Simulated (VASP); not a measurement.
InSb, 4 atoms in the cell. The typed cell holds 4 atoms: a = 5.565 Å, b = 5.567 Å, c = 3.376 Å, α = 90.00°, β = 90.00°, γ = 90.00°.  This cell differs from its parent crystal: volume scaled by 0.98.

* Program: VASP 6.6.1
* Task: relaxation of shape and atoms at fixed volume
* Functional: PBE
* Dispersion: D3(BJ)
* Potentials or basis: VASP PAW PBE potentials, release 64 (In_d, Sb)
* Cutoff: 600 eV
* k mesh: 4 × 4 × 8
* Occupations: gaussian, width 0.05 eV
* Spin: no spin polarisation
* Dipole correction: no
* Further INCAR settings: ALGO = Normal; EDIFF = 1e-07; IBRION = 2; EDIFFG = -0.01; NSW = 60; ISIF = 4

Potentials or basis: VASP PAW PBE potentials, release 64 (In_d, Sb).

Run with:

```console
$ cat potpaw_PBE.64/In_d/POTCAR potpaw_PBE.64/Sb/POTCAR > POTCAR
$ mpirun -np 1 vasp_std > vasp.out
```

Hardware: 1 thread of Intel(R) Xeon(R) 6975P-C (Granite Rapids), on a shared host.

Q: Estimate the wall time of this run.

A: Run time: 2.7 min on 1 thread of Intel(R) Xeon(R) 6975P-C (Granite Rapids), on a shared host, peak memory 0.33 GiB. Counts: scf iterations 48, k points 45, ion steps 7.
